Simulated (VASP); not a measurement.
Runs of VASP 6.6.1 on Na. The structure is that of space group Fm-3m (No. 225), or close to it. The cells are those of the table. 

| cell | k mesh | gap on the mesh (eV) | pressure (GPa) |
| --- | --- | --- | --- |
| a = 3.719 Å, angles 60.0°, 1 atom | 17 × 17 × 17 | none | 0.0 |
| a = 3.862 Å, angles 60.0°, 1 atom | 12 × 12 × 12 | none | -0.7 |
| a = 3.768 Å, angles 60.0°, 1 atom | 12 × 12 × 12 | none | (a) |
| a = 3.719 Å, angles 60.0°, 1 atom | 12 × 12 × 12 | none | 0.0 |
| a = 3.815 Å, angles 60.0°, 1 atom | 12 × 12 × 12 | none | -0.5 |

Alike in all rows: task single point; level PBEsol; potentials or basis VASP PAW PBE potentials, release 64 (Na_pv); no spin polarisation; cutoff (eV) 520; smearing fermi-dirac 0.1 eV.

Problem. Estimate the missing entries.

Solution. (a) -0.3.

Caveats: the PAW data sets were made with another functional, which shifts forces and pressure a little.

A gap of «none» marks levels without a gap at the run's occupations.
